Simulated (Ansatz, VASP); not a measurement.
**W: VASP beside Ansatz**

File INCAR:

```
SYSTEM = W
PREC = Accurate
ENCUT = 520
EDIFF = 1E-6
ISMEAR = 0
SIGMA = 0.15
LREAL = .FALSE.
LASPH = .TRUE.
NELM = 100
ALGO = Fast
ISIF = 2
LWAVE = .FALSE.
LCHARG = .FALSE.
GGA = PS
NBANDS = 13
```

KPOINTS

```
Automatic mesh
0
G
  22 22 22
  0 0 0
```

POSCAR

```
W
1.0
    0.4948219214      2.3051460243      2.3051460243
    2.3051460243      0.4948219214      2.3051460243
    2.3051460243      2.3051460243      0.4948219214
W
1
Direct
    0.0000000000      0.0000000000      0.0000000000
```

Input for Ansatz:

```yaml
crystal:
  lattice:
    - [0.4948219214, 2.3051460243, 2.3051460243]
    - [2.3051460243, 0.4948219214, 2.3051460243]
    - [2.3051460243, 2.3051460243, 0.4948219214]
  atoms:
    - { symbol: W, position: [0.0, 0.0, 0.0] }
basis:
  ecutwfc: 420
kpoints:
  mp_grid: { grid: [22, 22, 22] }
hamiltonian:
  xc: pbesol
scf:
  occupations: { method: gaussian, width: 0.15 }
output:
  forces: true
  stress: true
  eigenvalues: true
```

Alike in both runs: task single point; functional PBEsol; k mesh 22 × 22 × 22; occupations gaussian, width 0.15 eV; no spin polarisation.

|  | VASP | Ansatz |
| --- | --- | --- |
| version | VASP 6.6.1 | Ansatz 0.2.0 |
| potentials or method | VASP PAW PBE potentials, release 64 (W_sv), cutoff 520 eV | scalar-relativistic, plane waves, PAW |
| valence electrons in the cell | 14 | 14 |

Ansatz gave:

* gap on the k mesh at the Fermi level (eV): none
* pressure (GPa): 18.0
* traceless stress, the component that is largest in VASP (GPa): -31.93

Question: What did VASP give for the same quantities?

Answer: gap on the k mesh at the Fermi level (eV): none; pressure (GPa): 19.3; traceless stress, the component that is largest in VASP (GPa): -32.56.

VASP's potentials were made for PBE, not for PBEsol. A gap of «none» marks a metal or a gap that the smearing closes.

Spin-orbit coupling is off throughout.
